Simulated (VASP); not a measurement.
# WSe2 in VASP: notebook, part 2 of 2

VASP 6.6.1. The steps go on from the part before.

## 3. Relaxation of cell and atoms, PBE+D4

This run uses another cell than the first one, of 19.85 Å³/atom.

Input file INCAR:

```
PREC = Accurate ; ENCUT = 600
EDIFF = 1E-6 ; ISMEAR = -1
SIGMA = 0.02 ; LREAL = F
LASPH = T ; NELM = 60
ALGO = Normal ; ISIF = 3
LWAVE = F ; LCHARG = F
GGA = PE ; IVDW = 13
IBRION = 2 ; NSW = 80
EDIFFG = -0.005
```

Input file KPOINTS:

```
Automatic mesh
0
Gamma
  12 12 2
```

Input file POSCAR:

```
WSe2
1.0
    3.2790594175      0.0000000000      0.0000000000
   -1.6395297087      2.8397487560      0.0000000000
    0.0000000000      0.0000000000     12.7925463229
W Se
2 4
Direct
    0.6666666667      0.3333333333      0.2499875884
    0.3333333333      0.6666666667      0.7500124116
    0.3333333333      0.6666666667      0.3816494142
    0.6666666667      0.3333333333      0.8816734950
    0.3333333333      0.6666666667      0.1183265050
    0.6666666667      0.3333333333      0.6183505858
```

Potentials or basis: VASP PAW PBE potentials, release 64 (W_sv, Se).

On the command line:

```bash
cat potpaw_PBE.64/W_sv/POTCAR potpaw_PBE.64/Se/POTCAR > POTCAR
mpirun -np 1 vasp_std > vasp.out
```

OUTCAR:

```text
PREC = Accurate
   ENCUT = 600
   EDIFF = 1E-6
   ISMEAR = -1
   LREAL = F
   LASPH = T
   NELM = 60
   ISIF = 3
   GGA = PE
   IVDW = 13
   IBRION = 2
   NSW = 80
   EDIFFG = -0.005

 ion  position               nearest neighbor table
   1  0.667  0.333  0.250-   5 2.53   5 2.53   5 2.53   3 2.53   3 2.53   3 2.53
   2  0.333  0.667  0.750-   4 2.53   4 2.53   4 2.53   6 2.53   6 2.53   6 2.53
   3  0.333  0.667  0.382-   1 2.53   1 2.53   1 2.53
   4  0.667  0.333  0.882-   2 2.53   2 2.53   2 2.53
   5  0.333  0.667  0.118-   1 2.53   1 2.53   1 2.53
   6  0.667  0.333  0.618-   2 2.53   2 2.53   2 2.53

  LATTYP: Found a hexagonal cell.
 ALAT       =     3.2790594175
 C/A-ratio  =     3.9012853060

  Lattice vectors:

 A1 = (   3.2790594175,   0.0000000000,   0.0000000000)
 A2 = (  -1.6395297087,   2.8397487560,   0.0000000000)
 A3 = (   0.0000000000,   0.0000000000,  12.7925463229)

Analysis of symmetry for initial positions (statically):
=====================================================================
 Subroutine PRICEL returns:
 Original cell was already a primitive cell.

 Routine SETGRP: Setting up the symmetry group for a
 hexagonal supercell.

 Subroutine GETGRP returns: Found 12 space group operations
 (whereof 12 operations were pure point group operations)
 out of a pool of 24 trial point group operations.

The static configuration has the point symmetry D_3d.

Analysis of symmetry for dynamics (positions and initial velocities):
=====================================================================
 Subroutine PRICEL returns:
 Original cell was already a primitive cell.

 Routine SETGRP: Setting up the symmetry group for a
 hexagonal supercell.

 Subroutine GETGRP returns: Found 12 space group operations
 (whereof 12 operations were pure point group operations)
 out of a pool of 24 trial point group operations.

The dynamic configuration has the point symmetry D_3d.

 Subroutine INISYM returns: Found 12 space group operations
 (whereof 12 operations are pure point group operations),
 and found     1 'primitive' translations

[... 119 lines left out ...]
   IALGO  =     38    algorithm
   IMIX   =      4    mixing-type and parameters
     AMIX     =   0.40;   BMIX     =  1.00
     AMIX_MAG =   1.60;   BMIX_MAG =  1.00
  volume/ion in A,a.u.               =      19.85       133.98
  Fermi-wavevector in a.u.,A,eV,Ry     =   1.241883  2.346818 20.983890  1.542272
  Thomas-Fermi vector in A             =   2.376261
   LORBIT       =      0    0 simple, 1 ext, 2 COOP (PROOUT), +10 PAW based schemes
   GGA     = PE    functional components
   LHFCALC =     F    Hartree Fock is set to
   AEXX    =    0.0000 exact exchange contribution
   IVDW    =    13    specifies the selected vdW correction
   LEPSILON=     F    determine dielectric tensor
   LRPA    =     F    only Hartree local field effects (RPA)
 conjugate gradient relaxation of ions
 non-spin polarized calculation
  energy-cutoff  :      600.00
  volume of cell :      119.12
 maximum number of plane-waves:      4047
 NGX is ok and might be reduce to    28
   NGX = 13   NGY = 13   NGZ = 51

--------------------------------------- Ionic step        1  -------------------------------------------

 number of electron      52.0000002 magnetization

 Free energy of the ion-electron system (eV)
  ---------------------------------------------------
  ext. energy  EPLUGINS =         0.00000000
  ---------------------------------------------------
  free energy    TOTEN  =       -43.07957286 eV

  energy without entropy =      -43.07957286  energy(sigma->0) =      -43.07957286

------------------------ aborting loop because EDIFF is reached ----------------------------------------

  DFT-D4 for vdW energy calculation

  Edisp (eV):   -2.98594
[... 117 lines left out ...]
  FREE ENERGIE OF THE ION-ELECTRON SYSTEM (eV)
  ---------------------------------------------------
  free  energy   TOTEN  =       -46.0661192365 eV

  energy  without entropy=      -46.0661192365  energy(sigma->0) =      -46.06611924

[... ionic steps 4 to 9 ...]

--------------------------------------- Ionic step       10  -------------------------------------------

 number of electron      52.0000000 magnetization

------------------------ aborting loop because EDIFF is reached ----------------------------------------
[... 83 lines left out ...]
--------------------------------------- Ionic step       12  -------------------------------------------

 number of electron      52.0000000 magnetization

 Free energy of the ion-electron system (eV)
  ---------------------------------------------------
  ext. energy  EPLUGINS =         0.00000000
  ---------------------------------------------------
  free energy    TOTEN  =       -43.09699428 eV

  energy without entropy =      -43.09699428  energy(sigma->0) =      -43.09699428

 E-fermi :   6.8336     XC(G=0): -10.8603

 val. band max:        6.4304873845   @ k =   0.0000   0.0000   0.0000
 cond. band min:       7.3432681921   @ k =   0.1667   0.1667   0.0000
 fundamental gap:      0.9127808076
 Fermi energy:         6.8335751344

 k-point     1 :       0.0000    0.0000    0.0000
  band No.  band energies     occupation
      1     -67.8955      2.00000
      2     -67.8954      2.00000
      3     -32.1434      2.00000
      4     -32.1434      2.00000
      5     -32.0071      2.00000
      6     -32.0071      2.00000
[... 805 lines left out ...]
     30       8.4397      0.00000
     31       9.6357      0.00000

 [... further k-points ...]

------------------------ aborting loop because EDIFF is reached ----------------------------------------

  DFT-D4 for vdW energy calculation

  Edisp (eV):   -2.96929
[... 29 lines left out ...]
  FREE ENERGIE OF THE ION-ELECTRON SYSTEM (eV)
  ---------------------------------------------------
  free  energy   TOTEN  =       -46.0662805770 eV

  energy  without entropy=      -46.0662805770  energy(sigma->0) =      -46.06628058

 reached required accuracy - stopping structural energy minimisation
```

OSZICAR:

```text
N       E                     dE             d eps       ncg     rms          rms(c)
DAV:   1     0.542882750562E+03    0.54288E+03   -0.30519E+04  2628   0.182E+03
[... 90 lines left out ...]
DAV:   1    -0.430973310452E+02   -0.30136E-02   -0.12452E-02  2559   0.819E-01    0.152E-01
DAV:   2    -0.430970642786E+02    0.26677E-03   -0.15293E-03  2732   0.262E-01    0.466E-02
DAV:   3    -0.430970080762E+02    0.56202E-04   -0.22474E-04  2982   0.634E-02    0.241E-02
DAV:   4    -0.430969970082E+02    0.11068E-04   -0.42659E-05  2645   0.402E-02    0.247E-02
DAV:   5    -0.430969953351E+02    0.16731E-05   -0.47114E-06  2527   0.137E-02    0.758E-03
DAV:   6    -0.430969942076E+02    0.11276E-05   -0.36485E-06  2229   0.102E-02    0.212E-03
DAV:   7    -0.430969942796E+02   -0.72059E-07   -0.36875E-07  1325   0.425E-03
  12 F= -.46066281E+02 E0= -.46066281E+02  d E =-.386536E-05
```

CONTCAR:

```text
WSe2
   1.00000000000000
     3.2809083364095466    0.0000000000000328    0.0000000000000000
    -1.6404541681547169    2.8413499667450646   -0.0000000000000000
     0.0000000000000000   -0.0000000000000000   12.8534418275577593
  W               Se
     2     4
Direct
     0.6666666667000030    0.3333333332999970    0.2499910771573852
     0.3333333332999970    0.6666666667000030    0.7500089228426149
     0.3333333332999970    0.6666666667000030    0.3812571201199020
     0.6666666667000030    0.3333333332999970    0.8812721462528479
     0.3333333332999970    0.6666666667000030    0.1187278537471522
     0.6666666667000030    0.3333333332999970    0.6187428798800977

  0.00000000E+00  0.00000000E+00  0.00000000E+00
  0.00000000E+00  0.00000000E+00  0.00000000E+00
  0.00000000E+00  0.00000000E+00  0.00000000E+00
  0.00000000E+00  0.00000000E+00  0.00000000E+00
  0.00000000E+00  0.00000000E+00  0.00000000E+00
  0.00000000E+00  0.00000000E+00  0.00000000E+00
```

Run time: 12 min. Hardware: 1 thread of Intel Xeon Platinum 8488C (Sapphire Rapids), shared host; peak memory 0.39 GiB.

Results:

| Item | Value |
| --- | --- |
| Free energy | -46.0663 eV |
| Relaxed volume | 19.97 Å³/atom |
| Relaxed cell | a = 3.281 Å, b = 3.281 Å, c = 12.853 Å, α = 90.00°, β = 90.00°, γ = 120.00° |
| Space group after relaxing (to 0.1 Å) | P6_3/mmc (No. 194) |
| Energy gained by relaxing | 0.1 meV/atom |
| Ionic steps | 12 |
| Pressure after relaxing | 0.0 GPa |
| Band gap on the k mesh | 0.91 eV (least direct gap 1.57 eV) |
| Dispersion energy per atom | -0.495 eV |

The path:
```
step  energy change (eV)  largest force (eV/Å)  pressure (GPa)  volume (Å³)
   1              0.0000                0.0502            0.47       119.12
   2              0.0020                0.1517           -0.97       120.13
   3             -0.0006                0.0182           -0.01       119.45
   4             -0.0006                0.0158           -0.01       119.44
   5             -0.0005                0.0174            0.22       119.28
   6             -0.0006                0.0133            0.02       119.43
   7             -0.0006                0.0143            0.02       119.43
   8             -0.0006                0.0134            0.02       119.47
   9             -0.0008                0.0102            0.02       119.58
  10             -0.0007                0.0052            0.05       119.79
  11             -0.0008                0.0080            0.03       119.71
  12             -0.0008                0.0006            0.00       119.82
```

Final structure:
```
CELL_PARAMETERS angstrom
3.28091 0.00000 0.00000
-1.64045 2.84135 0.00000
0.00000 0.00000 12.85344
ATOMIC_POSITIONS crystal
W 0.66667 0.33333 0.24999
W 0.33333 0.66667 0.75001
Se 0.33333 0.66667 0.38126
Se 0.66667 0.33333 0.88127
Se 0.33333 0.66667 0.11873
Se 0.66667 0.33333 0.61874
```

Caveat: spin-orbit coupling is left out, which moves the levels of the heavy elements.
